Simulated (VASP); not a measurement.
# ZrSc3F2 (P6/mmm) in VASP: a series of runs

Runs on ZrSc3F2. Level: PBE. Tasks: single point, relaxation of cell and atoms.

Program: VASP 6.6.1. These are calculated values, not measurements. Logs are shortened: lines on timing, memory, paths and dates and some standing lists are left out, and cuts for length are marked.

## Step 1: The cell of the first run

It takes space group P6/mmm (No. 191, hexagonal). Conventional cell: a = 6.541 Å, b = 6.541 Å, c = 2.821 Å, α = 90.00°, β = 90.00°, γ = 120.00°. Zr (site symmetry 6/mmm) has 2 Zr at 2.82 Å and 12 Sc at 3.56 Å and 6 F at 3.78 Å within 3.8 Å. Sc (site symmetry mmm) has 4 F at 2.36 Å and 2 Sc at 2.82 Å within 3.1 Å. Within 3.1 Å of F (site symmetry -6m2) lie 6 Sc at 2.36 Å and 2 F at 2.82 Å.

The cell was built from a structure type or drawn by symmetry, and may not be a known phase.

## Step 2: Single point, PBE

INCAR reads:

```
PREC = Accurate ; ENCUT = 520
EDIFF = 1E-6 ; ISMEAR = 0
SIGMA = 0.1 ; LREAL = F
LASPH = T ; NELM = 60
ALGO = Normal ; ISIF = 2
LWAVE = F ; LCHARG = F
GGA = PE ; NBANDS = 38
```

KPOINTS reads:

```
regular mesh
0
Gamma
  6 6 6
```

POSCAR reads:

```
ZrSc3F2
1.0
    6.5414756734     -0.0000000034      0.0000000000
   -3.2707378337      5.6650841131      0.0000000000
    0.0000000000      0.0000000000      2.8209229135
Zr Sc F
1 3 2
Direct
    0.0000000000      0.0000000000      0.0000000000
    0.5000000000      0.0000000000      0.5000000000
    0.5000000000      0.5000000000      0.5000000000
    0.0000000000      0.5000000000      0.5000000000
    0.3333333333      0.6666666667      0.0000000000
    0.6666666667      0.3333333333      0.0000000000
```

Potentials or basis: VASP PAW PBE potentials, release 64 (Zr_sv, Sc_sv, F).

Launch:

```
$ cat potpaw_PBE.64/Zr_sv/POTCAR potpaw_PBE.64/Sc_sv/POTCAR potpaw_PBE.64/F/POTCAR > POTCAR
$ mpirun -np 1 vasp_std > vasp.out
```

OUTCAR:

```text
PREC = Accurate
   ENCUT = 520
   EDIFF = 1E-6
   ISMEAR = 0
   LREAL = F
   LASPH = T
   NELM = 60
   ISIF = 2
   GGA = PE

 ion  position               nearest neighbor table
   1  0.000  0.000  0.000-   4 3.56   4 3.56   4 3.56   4 3.56   2 3.56   2 3.56   2 3.56   2 3.56
                             3 3.56   3 3.56   3 3.56   3 3.56
   2  0.500  0.000  0.500-   5 2.36   6 2.36   5 2.36   6 2.36   3 3.27   3 3.27   4 3.27   4 3.27
                             1 3.56   1 3.56   1 3.56   1 3.56
   3  0.500  0.500  0.500-   5 2.36   6 2.36   5 2.36   6 2.36   2 3.27   2 3.27   4 3.27   4 3.27
                             1 3.56   1 3.56   1 3.56   1 3.56
   4  0.000  0.500  0.500-   5 2.36   6 2.36   5 2.36   6 2.36   3 3.27   3 3.27   2 3.27   2 3.27
                             1 3.56   1 3.56   1 3.56   1 3.56
   5  0.333  0.667  0.000-   2 2.36   2 2.36   4 2.36   4 2.36   3 2.36   3 2.36
   6  0.667  0.333  0.000-   2 2.36   2 2.36   4 2.36   4 2.36   3 2.36   3 2.36

  LATTYP: Found a hexagonal cell.
 ALAT       =     6.5414756734
 C/A-ratio  =     0.4312364754

  Lattice vectors:

 A1 = (   6.5414756734,  -0.0000000034,   0.0000000000)
 A2 = (  -3.2707378337,   5.6650841131,   0.0000000000)
 A3 = (   0.0000000000,   0.0000000000,   2.8209229135)

Analysis of symmetry for initial positions (statically):
=====================================================================
 Subroutine PRICEL returns:
 Original cell was already a primitive cell.

 Routine SETGRP: Setting up the symmetry group for a
 hexagonal supercell.

 Subroutine GETGRP returns: Found 24 space group operations
 (whereof 24 operations were pure point group operations)
 out of a pool of 24 trial point group operations.

The static configuration has the point symmetry D_6h.

Analysis of symmetry for dynamics (positions and initial velocities):
=====================================================================
 Subroutine PRICEL returns:
 Original cell was already a primitive cell.

 Routine SETGRP: Setting up the symmetry group for a
 hexagonal supercell.

 Subroutine GETGRP returns: Found 24 space group operations
 (whereof 24 operations were pure point group operations)
 out of a pool of 24 trial point group operations.

The dynamic configuration has the point symmetry D_6h.

 Subroutine INISYM returns: Found 24 space group operations
 (whereof 24 operations are pure point group operations),
 and found     1 'primitive' translations

----------------------------------------------------------------------------------------

                                     Primitive cell

  volume of cell :     104.5378

  direct lattice vectors                    reciprocal lattice vectors
     6.541475673 -0.000000003  0.000000000     0.152870705  0.088259943  0.000000000
    -3.270737834  5.665084113  0.000000000     0.000000000  0.176519886  0.000000000
     0.000000000  0.000000000  2.820922914     0.000000000  0.000000000  0.354493912

  length of vectors
     6.541475673  6.541475673  2.820922914     0.176519886  0.176519886  0.354493912

  position of ions in fractional coordinates (direct lattice)
     0.000000000  0.000000000  0.000000000
     0.500000000  0.000000000  0.500000000
     0.500000000  0.500000000  0.500000000
     0.000000000  0.500000000  0.500000000
     0.333333333  0.666666667  0.000000000
     0.666666667  0.333333333  0.000000000

  ion indices of the primitive-cell ions
   primitive index   ion index
                 1           1
                 2           2
                 3           3
                 4           4
                 5           5
                 6           6

----------------------------------------------------------------------------------------

 KPOINTS: regular mesh

Automatic generation of k-mesh.
 Grid dimensions read from file:
 generate k-points for:    6    6    6

 Generating k-lattice:

  Cartesian coordinates                     Fractional coordinates (reciprocal lattice)
     0.025478451  0.014709990  0.000000000     0.166666667  0.000000000  0.000000000
     0.000000000  0.029419981  0.000000000     0.000000000  0.166666667  0.000000000
     0.000000000  0.000000000  0.059082319     0.000000000  0.000000000  0.166666667

  Length of vectors
     0.029419981  0.029419981  0.059082319

  Shift w.r.t. Gamma in fractional coordinates (k-lattice)
     0.000000000  0.000000000  0.000000000

 Subroutine IBZKPT returns following result:
 ===========================================

 Found     28 irreducible k-points:

 Following reciprocal coordinates:
            Coordinates               Weight
  0.000000  0.000000  0.000000      1.000000
  0.166667  0.000000  0.000000      6.000000
  0.333333  0.000000  0.000000      6.000000
  0.500000  0.000000  0.000000      3.000000
  0.166667  0.166667  0.000000      6.000000
  0.333333  0.166667  0.000000     12.000000
[... 16 lines left out ...]
  0.166667  0.000000  0.500000      6.000000
  0.333333  0.000000  0.500000      6.000000
 [... further k-points ...]
   k-points           NKPTS =     28   k-points in BZ     NKDIM =     28   number of bands    NBANDS=     38
   number of dos      NEDOS =    301   number of ions     NIONS =      6
   total plane-waves  NPLWV =  60000
   dimension x,y,z NGX =    50 NGY =   50 NGZ =   24
   dimension x,y,z NGXF=   100 NGYF=  100 NGZF=   48
   ions per type =               1   3   2
   NGX,Y,Z   is equivalent  to a cutoff of  12.71, 12.71, 14.14 a.u.
   NGXF,Y,Z  is equivalent  to a cutoff of  25.41, 25.41, 28.29 a.u.
 SYSTEM =  unknown system
   PREC   = accura    normal or accurate (medium, high low for compatibility)
   ISTART =      0    job   : 0-new  1-cont  2-samecut
   ICHARG =      2    charge: 1-file 2-atom 10-const
   ISPIN  =      1    spin polarized calculation?
   LNONCOLLINEAR =      F non collinear calculations
   LSORBIT =      F    spin-orbit coupling
   LASPH  =      T    aspherical Exc in radial PAW
   ENCUT  =  520.0 eV  38.22 Ry    6.18 a.u.  12.16 12.16  5.25*2*pi/ulx,y,z
   NELM   =     60;   NELMIN=  2; NELMDL= -5     # of ELM steps
   EDIFF  = 0.1E-05   stopping-criterion for ELM
   LREAL  =      F    real-space projection
   EDIFFG = 0.1E-04   stopping-criterion for IOM
   NSW    =      0    number of steps for IOM
   IBRION =     -1    ionic relax: 0-MD 1-quasi-New 2-CG
   NFREE  =      0    steps in history (QN), initial steepest desc. (CG)
   ISIF   =      2    stress and relaxation
   ISYM   =      2    0-nonsym 1-usesym 2-fastsym
   POTIM  = 0.5000    time-step for ionic-motion
   TEBEG  =    0.0;   TEEND  =   0.0 temperature during run
   PSTRESS=    0.0 pullay stress
   NELECT =      59.0000    total number of electrons
   NUPDOWN=      -1.0000    fix difference up-down
   EMIN   =  10.00;   EMAX   =-10.00  energy-range for DOS
   EFERMI =   0.00;   METHOD = LEGACY
   ISMEAR =     0;   SIGMA  =   0.10  broadening in eV -4-tet -1-fermi 0-gaus
   EFERMI_NEDOS =   21; number of points for ismear=-14 and -15
   IALGO  =     38    algorithm
   IMIX   =      4    mixing-type and parameters
     AMIX     =   0.40;   BMIX     =  1.00
     AMIX_MAG =   1.60;   BMIX_MAG =  1.00
  volume/ion in A,a.u.               =      17.42       117.58
  Fermi-wavevector in a.u.,A,eV,Ry     =   1.352906  2.556622 24.903499  1.830356
  Thomas-Fermi vector in A             =   2.480206
   LORBIT       =      0    0 simple, 1 ext, 2 COOP (PROOUT), +10 PAW based schemes
   GGA     = PE    functional components
   LHFCALC =     F    Hartree Fock is set to
   AEXX    =    0.0000 exact exchange contribution
   IVDW    =     0    specifies the selected vdW correction
   LEPSILON=     F    determine dielectric tensor
   LRPA    =     F    only Hartree local field effects (RPA)
 non-spin polarized calculation
 Gauss-broadening in eV      SIGMA  =   0.10
  energy-cutoff  :      520.00
  volume of cell :      104.54
 maximum number of plane-waves:      2844
 NGX is ok and might be reduce to    50
   NGX = 25   NGY = 25   NGZ = 11

 number of electron      59.0000023 magnetization

 Free energy of the ion-electron system (eV)
  ---------------------------------------------------
  ext. energy  EPLUGINS =         0.00000000
  ---------------------------------------------------
  free energy    TOTEN  =       -37.97625208 eV

  energy without entropy =      -37.91797918  energy(sigma->0) =      -37.94711563

 E-fermi :   5.9726     XC(G=0): -10.5820

 val. band max:        5.9676592795   @ k =   0.3333   0.3333   0.3333
 cond. band min:       5.9791764002   @ k =   0.0000   0.0000   0.1667
 fundamental gap:      0.0115171207
 Fermi energy:         5.9725794490

 k-point     1 :       0.0000    0.0000    0.0000
  band No.  band energies     occupation
      1     -43.9947      2.00000
      2     -43.9576      2.00000
      3     -43.9576      2.00000
      4     -42.6401      2.00000
      5     -23.7136      2.00000
      6     -22.8110      2.00000
[... 30 lines left out ...]
     37       8.6347      0.00000
     38       8.6347      0.00000

 k-point     2 :       0.1667    0.0000    0.0000
  band No.  band energies     occupation
      1     -43.9925      2.00000
      2     -43.9598      2.00000
      3     -43.9576      2.00000
      4     -42.6401      2.00000
      5     -23.6734      2.00000
      6     -22.8862      2.00000
[... 30 lines left out ...]
     37       8.6782      0.00000
     38       8.6914      0.00000

 k-point     3 :       0.3333    0.0000    0.0000
  band No.  band energies     occupation
      1     -43.9868      2.00000
      2     -43.9655      2.00000
      3     -43.9576      2.00000
      4     -42.6402      2.00000
      5     -23.5654      2.00000
      6     -23.0603      2.00000
[... 30 lines left out ...]
     37       8.4516      0.00000
[... 781 lines left out ...]
 k-point    23 :       0.1667    0.0000    0.5000
  band No.  band energies     occupation
      1     -43.8787      2.00000
      2     -43.8514      2.00000
      3     -43.8496      2.00000
      4     -42.4477      2.00000
      5     -23.3896      2.00000
      6     -23.0104      2.00000
[... 30 lines left out ...]
     37       8.3496      0.00000
     38       8.3988      0.00000

 k-point    24 :       0.3333    0.0000    0.5000
  band No.  band energies     occupation
      1     -43.8740      2.00000
      2     -43.8562      2.00000
      3     -43.8496      2.00000
      4     -42.4477      2.00000
      5     -23.3341      2.00000
      6     -23.0880      2.00000
[... 30 lines left out ...]
     37       8.4446      0.00000
     38       8.6113      0.00000

 [... further k-points ...]
[... 5 lines left out ...]
  --------------------------------------------------------------------------------------
  -------------------------------------------------------------------------------------
  Total        0.0483730      0.0483730      0.0790241      0.0000000     -0.0000000      0.0000000
  in kB        0.7413789      0.7413789      1.2111471      0.0000000     -0.0000000      0.0000000
  external PRESSURE =       0.8979683 kB  Pullay stress =       0.0000000 kB

 VOLUME and BASIS-vectors are now :
 -----------------------------------------------------------------------------
  energy-cutoff  :      520.00
  volume of cell :      104.54
      direct lattice vectors                 reciprocal lattice vectors
     6.541475673 -0.000000003  0.000000000     0.152870705  0.088259943  0.000000000
    -3.270737834  5.665084113  0.000000000     0.000000000  0.176519886  0.000000000
     0.000000000  0.000000000  2.820922914     0.000000000  0.000000000  0.354493912

 POSITION                                       TOTAL-FORCE (eV/Angst)
 -----------------------------------------------------------------------------------
      0.00000      0.00000      0.00000         0.000000     -0.000000      0.000000
      3.27074     -0.00000      1.41046         0.000000     -0.000000      0.000000
      1.63537      2.83254      1.41046         0.000000     -0.000000      0.000000
     -1.63537      2.83254      1.41046         0.000000     -0.000000      0.000000
      0.00000      3.77672      0.00000         0.000000     -0.000000      0.000000
      3.27074      1.88836      0.00000        -0.000000      0.000000      0.000000
 -----------------------------------------------------------------------------------
    total drift:                               -0.000000     -0.000000     -0.000000

  FREE ENERGIE OF THE ION-ELECTRON SYSTEM (eV)
  ---------------------------------------------------
  free  energy   TOTEN  =       -37.9762520812 eV

  energy  without entropy=      -37.9179791770  energy(sigma->0) =      -37.94711563
```

It took 70 s on 1 thread of Intel Xeon 6975P-C (Granite Rapids), shared host; peak memory 0.28 GiB.

Results:

| Quantity | Value |
| --- | --- |
| Free energy | -37.9763 eV |
| Pressure | 0.1 GPa |
| Band gap on the k mesh | zero (an odd number of electrons rules out a gap without spin polarisation) |

Levels at points of the mesh, in eV from the Fermi level:
```csv
k point,band 27,band 28,band 29,band 30,band 31,band 32
"(0.00, 0.00, 0.00)",-1.20,-1.20,-0.72,-0.56,-0.56,0.41
"(0.50, 0.00, 0.00)",-1.32,-0.78,-0.71,-0.57,-0.42,-0.33
"(0.00, 0.00, 0.50)",-0.45,-0.45,-0.21,0.23,0.23,0.42
"(0.50, 0.00, 0.50)",-1.14,-0.10,-0.07,0.75,0.80,0.80
```

Caveat: the k points lie up to 0.37 Å⁻¹ apart, too coarse for converged energies and pressures of a metal; an odd number of electrons without spin polarisation forces a metal; a magnetic or distorted state may lie lower.

## Step 3: Single point, PBE

This run uses another cell than the first one, of 15.02 Å³/atom.

INCAR reads:

```
PREC     = Accurate       # precision mode
ENCUT    = 520            # plane-wave cutoff, eV
EDIFF    = 1E-6           # SCF threshold, eV
ISMEAR   = 0              # smearing method
SIGMA    = 0.1            # smearing width, eV
LREAL    = False          # projectors in reciprocal space
LASPH    = True           # aspherical terms in the spheres
NELM     = 80             # most SCF steps
ALGO     = Normal         # electronic algorithm
ISIF     = 2              # what is computed and relaxed
LWAVE    = False          # write WAVECAR
LCHARG   = False          # write CHGCAR
GGA      = PE             # functional
NBANDS   = 38             # bands
```

KPOINTS is that of step 2.

POSCAR reads:

```
ZrSc3F2
1.0
    5.5488926900      0.0000000000      0.0000000000
   -2.7744463400      4.8054820300      0.0000000000
    0.0000000000      0.0000000000      3.3788199600
Zr Sc F
1 3 2
Direct
    0.0000000000      0.0000000000      0.0000000000
    0.5000000000      0.0000000000      0.5000000000
    0.5000000000      0.5000000000      0.5000000000
    0.0000000000      0.5000000000      0.5000000000
    0.3333333300      0.6666666700      0.0000000000
    0.6666666700      0.3333333300      0.0000000000
```

Potentials or basis: VASP PAW PBE potentials, release 64 (Zr_sv, Sc_sv, F).

Launch:

```
$ cat potpaw_PBE.64/Zr_sv/POTCAR potpaw_PBE.64/Sc_sv/POTCAR potpaw_PBE.64/F/POTCAR > POTCAR
$ mpirun -np 1 vasp_std > vasp.out
```

It took 56 s on 1 thread of Intel Xeon 6975P-C (Granite Rapids), shared host; peak memory 0.25 GiB.

The run converged. Its results:

- Free energy: -35.4478 eV
- Pressure: 16.9 GPa
- Band gap on the k mesh: zero (an odd number of electrons rules out a gap without spin polarisation)

Stress tensor (GPa, compression positive):
```
24.57  0.00  0.00
 0.00 24.57  0.00
 0.00  0.00  1.43
```

Levels at points of the mesh, in eV from the Fermi level:
```
           k point  band 25  band 26  band 27  band 28  band 29  band 30  band 31  band 32  band 33  band 34
(0.00, 0.00, 0.00)    -4.52    -2.19    -1.11    -1.11    -0.86     0.21     0.21     0.59     0.59     1.93
(0.50, 0.00, 0.00)    -3.05    -1.46    -1.03    -0.66    -0.03     0.12     0.58     0.66     0.85     0.88
(0.00, 0.00, 0.50)    -1.82    -0.66    -0.63    -0.63    -0.52    -0.52    -0.20     0.05     0.05     1.10
(0.50, 0.00, 0.50)    -2.25    -1.42    -1.35    -0.36    -0.15     0.04     0.14     0.63     1.19     1.20
```

Caveat: the cell stands under pressure; an odd number of electrons without spin polarisation forces a metal; a magnetic or distorted state may lie lower.

## Step 4: Relaxation of cell and atoms, PBE

This run uses another cell than the first one, of 15.02 Å³/atom.

INCAR reads:

```
PREC = Accurate
ENCUT = 600
EDIFF = 1E-6
ISMEAR = 0
SIGMA = 0.1
LREAL = False
LASPH = True
NELM = 100
ALGO = Normal
ISIF = 3
LWAVE = False
LCHARG = False
GGA = PE
IBRION = 2
NSW = 90
EDIFFG = -0.04
```

KPOINTS reads:

```
Automatic mesh
0
Gamma
  6 6 6
```

POSCAR is that of step 3.

Launch:

```
$ cat potpaw_PBE.64/Zr_sv/POTCAR potpaw_PBE.64/Sc_sv/POTCAR potpaw_PBE.64/F/POTCAR > POTCAR
$ mpirun -np 1 vasp_std > vasp.out
```

Wall time 7.8 min (1 thread of Intel Xeon 6975P-C (Granite Rapids), shared host); peak memory 0.3 GiB.

Results (log left out):

* Free energy: -37.9346 eV
* Relaxed volume: 17.34 Å³/atom
* Relaxed cell: a = 6.514 Å, b = 6.514 Å, c = 2.831 Å, α = 90.00°, β = 90.00°, γ = 120.00°
* Space group after relaxing (to 0.1 Å): P6/mmm (No. 191)
* Energy gained by relaxing: 413.6 meV/atom
* Ionic steps: 10
* Pressure after relaxing: -0.1 GPa
* Band gap on the k mesh: zero (an odd number of electrons rules out a gap without spin polarisation)

Stress tensor (GPa, compression positive):
```
 0.01  0.00  0.00
 0.00  0.01  0.00
 0.00  0.00 -0.18
```

Step by step:
```tsv
step	energy change (eV)	largest force (eV/Å)	pressure (GPa)	volume (Å³)
1	0.0000	0.0000	16.85	90.10
2	-1.5080	0.0000	-2.83	111.94
3	-1.5116	0.0000	-3.71	113.53
4	-1.9940	0.0000	-3.44	110.73
5	-2.3984	0.0000	0.82	103.29
6	-2.4347	0.0000	-1.90	106.69
7	-2.4763	0.0000	-1.05	105.46
8	-2.4776	0.0000	-0.92	105.25
9	-2.4803	0.0000	0.43	103.35
10	-2.4814	0.0000	-0.06	104.01
```

Final structure:
```yaml
crystal:
  lattice:
    - [6.51391, 0.00000, 0.00000]
    - [-3.25696, 5.64121, 0.00000]
    - [0.00000, 0.00000, 2.83058]
  atoms:
    - { symbol: Zr, position: [0.00000, 0.00000, 0.00000] }
    - { symbol: Sc, position: [0.50000, 0.00000, 0.50000] }
    - { symbol: Sc, position: [0.50000, 0.50000, 0.50000] }
    - { symbol: Sc, position: [0.00000, 0.50000, 0.50000] }
    - { symbol: F, position: [0.33333, 0.66667, 0.00000] }
    - { symbol: F, position: [0.66667, 0.33333, 0.00000] }
```

Levels at points of the mesh, in eV from the Fermi level:
| k point | band 27 | band 28 | band 29 | band 30 | band 31 | band 32 |
| --- | --- | --- | --- | --- | --- | --- |
| (0.00, 0.00, 0.00) | -1.20 | -1.20 | -0.72 | -0.54 | -0.54 | 0.43 |
| (0.50, 0.00, 0.00) | -1.30 | -0.78 | -0.69 | -0.54 | -0.39 | -0.33 |
| (0.00, 0.00, 0.50) | -0.44 | -0.44 | -0.26 | 0.21 | 0.21 | 0.39 |
| (0.50, 0.00, 0.50) | -1.15 | -0.10 | -0.06 | 0.73 | 0.76 | 0.80 |

Caveat: the volume moved by over 15 % at a fixed basis, so the end points are rough; an odd number of electrons without spin polarisation forces a metal; a magnetic or distorted state may lie lower.

(Continued in part 2 of 2.)
